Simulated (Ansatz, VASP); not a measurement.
## SiTe3: VASP beside Ansatz

The input INCAR:

```
PREC     = Accurate       # precision mode
ENCUT    = 600            # plane-wave cutoff, eV
EDIFF    = 1E-7           # SCF threshold, eV
ISMEAR   = 0              # smearing method
SIGMA    = 0.1            # smearing width, eV
LREAL    = False          # projectors in reciprocal space
LASPH    = True           # aspherical terms in the spheres
NELM     = 100            # most SCF steps
ALGO     = Normal         # electronic algorithm
ISIF     = 3              # what is computed and relaxed
LWAVE    = False          # write WAVECAR
LCHARG   = False          # write CHGCAR
GGA      = PE             # functional
IBRION   = 2              # ionic algorithm
NSW      = 90             # ionic steps
EDIFFG   = -0.04          # ionic threshold
```

Contents of KPOINTS:

```
regular mesh
0
Gamma
  3 3 4
```

The input POSCAR:

```
SiTe3
1.0
    6.6207253500      0.0000000000      0.0000000000
   -3.3103626700      5.7337163400      0.0000000000
    0.0000000000      0.0000000000      5.3687447700
Si Te
2 6
Direct
    0.6666666700      0.3333333300      0.2500000000
    0.3333333300      0.6666666700      0.7500000000
    0.3327978800      0.1663989400      0.7500000000
    0.8336010600      0.1663989400      0.7500000000
    0.8336010600      0.6672021200      0.7500000000
    0.6672021200      0.8336010600      0.2500000000
    0.1663989400      0.8336010600      0.2500000000
    0.1663989400      0.3327978800      0.2500000000
```

Input for Ansatz:

```yaml
crystal:
  lattice:
    - [6.62072535, 0.0, 0.0]
    - [-3.31036267, 5.73371634, 0.0]
    - [0.0, 0.0, 5.36874477]
  atoms:
    - { symbol: Si, position: [0.66666667, 0.33333333, 0.25] }
    - { symbol: Si, position: [0.33333333, 0.66666667, 0.75] }
    - { symbol: Te, position: [0.33279788, 0.16639894, 0.75] }
    - { symbol: Te, position: [0.83360106, 0.16639894, 0.75] }
    - { symbol: Te, position: [0.83360106, 0.66720212, 0.75] }
    - { symbol: Te, position: [0.66720212, 0.83360106, 0.25] }
    - { symbol: Te, position: [0.16639894, 0.83360106, 0.25] }
    - { symbol: Te, position: [0.16639894, 0.33279788, 0.25] }
basis:
  ecutwfc: 420
kpoints:
  mp_grid: { grid: [3, 3, 4] }
hamiltonian:
  xc: pbe
scf:
  occupations: { method: gaussian, width: 0.1 }
  lower_state_search: "off"
output:
  forces: true
  stress: true
  eigenvalues: true
relax:
  adjacent_minimum: "off"
  f_tol: 0.04
  max_steps: 70
  cell: { stress_tol: 0.4 }
```

Change from the starting cell: species swapped into the Ag3Au type (P6_3/mmc, No. 194).

Alike in both runs: task relaxation of cell and atoms; functional PBE; k mesh 3 × 3 × 4; occupations gaussian, width 0.1 eV; no spin polarisation.

|  | VASP | Ansatz |
| --- | --- | --- |
| version | VASP 6.6.1 | Ansatz 0.2.0 |
| potentials or method | VASP PAW PBE potentials, release 64 (Si, Te), cutoff 600 eV | scalar-relativistic, plane waves, PAW |
| valence electrons in the cell | 44 | 104 |

|  | VASP | Ansatz | Ansatz less VASP |
| --- | --- | --- | --- |
| gap on the k mesh at the Fermi level, each at its own relaxed structure (eV) | none | none | - |
| relaxed volume (Å³/atom) | 28.83 | 28.91 | +0.078 |
| relaxed cell length with the largest relative difference (Å) | 3.813 | 3.819 | +0.0061 |

A gap of «none» marks a metal or a gap that the smearing closes. VASP's potentials hold 44 valence electrons a cell and Ansatz's 104, so a difference there can come from the potentials and not from the codes.

The k mesh is coarse, so the values compare programs but aren't converged. Spin-orbit coupling is off throughout.
